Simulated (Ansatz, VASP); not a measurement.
## One calculation of Si, two programs

```
Si
1.0
     0.00000    2.73516    2.73516
     2.73516    0.00000    2.73516
     2.73516    2.73516    0.00000
Si
2
Direct
  0.00000 0.00000 0.00000
  0.25000 0.25000 0.25000
```

Alike in both runs: task single point; functional PBE; k mesh 8 × 8 × 8; no spin polarisation.

|  | VASP | Ansatz |
| --- | --- | --- |
| version | VASP 6.6.1 | Ansatz 0.2.0 |
| potentials or method | VASP PAW PBE potentials, release 64 (Si), cutoff 500 eV | scalar-relativistic, plane waves, PAW |
| occupations | gaussian, width 0.01 eV | fixed |
| valence electrons in the cell | 8 | 8 |

VASP gave:

```
gap on the k mesh at the Fermi level (eV) : 0.65
least direct gap on the mesh (eV)         : 2.56
```

Task: What did Ansatz give for the same quantities?

Result: gap on the k mesh at the Fermi level (eV): 0.65; least direct gap on the mesh (eV): 2.55.
